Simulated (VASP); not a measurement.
The system is F.

```xyz
2
Lattice="2.5123 0.0000 0.0000 -1.2562 2.1757 0.0000 0.0000 0.0000 4.0700" Properties=species:S:1:pos:R:3 pbc="T T T"
F     0.0000    1.4505    1.0175
F     1.2562    0.7252    3.0525
```

```yaml
Program: VASP 6.6.1
Task: relaxation of cell and atoms
Functional: PBE
Potentials_or_basis: VASP PAW PBE potentials, release 64 (F)
Cutoff: 600 eV
k_mesh: 19 × 19 × 10
Occupations: fermi-dirac, width 0.08 eV
Spin: no spin polarisation
```

At the start: pressure -3.4 GPa; volume 11.12 Å³/atom.

Question: How do energy, volume and symmetry change on relaxing?

Answer: Over 27 steps the energy falls by 199.4 meV/atom and the volume is 10.32 Å³/atom (-7.2 %); space group P6_3/mmc (No. 194, to 0.1 Å) before and after.

The path:
| step | energy change (eV) | largest force (eV/Å) | pressure (GPa) | volume (Å³) |
| --- | --- | --- | --- | --- |
| 1 | 0.0000 | 0.0000 | -3.35 | 22.25 |
| 2 | -0.0139 | 0.0000 | -2.32 | 21.51 |
| 3 | -0.0244 | 0.0000 | -0.19 | 20.41 |
| 4 | -0.0247 | 0.0000 | 0.35 | 20.19 |
| 5 | -0.0299 | 0.0000 | 0.57 | 20.09 |
| 6 | -0.0602 | 0.0000 | 1.20 | 19.79 |
| 7 | -0.1656 | 0.0000 | 3.11 | 19.10 |
| 8 | -0.2587 | 0.0000 | 15.28 | 17.43 |
| 9 | -0.2782 | 0.0000 | 10.30 | 17.93 |
| 10 | -0.2770 | 0.0000 | 11.79 | 17.76 |
| 11 | -0.2774 | 0.0000 | 11.86 | 17.76 |
| 12 | -0.2787 | 0.0000 | 12.05 | 17.75 |
| 13 | -0.2806 | 0.0000 | 12.46 | 17.73 |
| 14 | -0.2813 | 0.0000 | 13.35 | 17.69 |
| 15 | -0.2842 | 0.0000 | 13.15 | 17.72 |
| 16 | -0.2927 | 0.0000 | 12.57 | 17.82 |
| 17 | -0.3085 | 0.0000 | 11.43 | 18.02 |
| 18 | -0.3359 | 0.0000 | 9.36 | 18.42 |
| 19 | -0.3749 | 0.0000 | 5.64 | 19.24 |
| 20 | -0.3933 | 0.0000 | -0.68 | 20.91 |
| 21 | -0.3961 | 0.0000 | 0.95 | 20.45 |
| 22 | -0.3961 | 0.0000 | 0.74 | 20.50 |
| 23 | -0.3967 | 0.0000 | 0.68 | 20.52 |
| 24 | -0.3980 | 0.0000 | 0.45 | 20.56 |
| 25 | -0.3987 | 0.0000 | 0.03 | 20.64 |
| 26 | -0.3988 | 0.0000 | 0.13 | 20.62 |
| 27 | -0.3988 | 0.0000 | 0.07 | 20.64 |

Final structure:
```
F
1.0
     2.83906    0.00000    0.00000
    -1.41953    2.45870    0.00000
     0.00000    0.00000    2.95678
F
2
Direct
  0.33333 0.66667 0.25000
  0.66667 0.33333 0.75000
```

Caveat: a cell axis changed by over 15 % at a fixed basis, so the end point is rough.
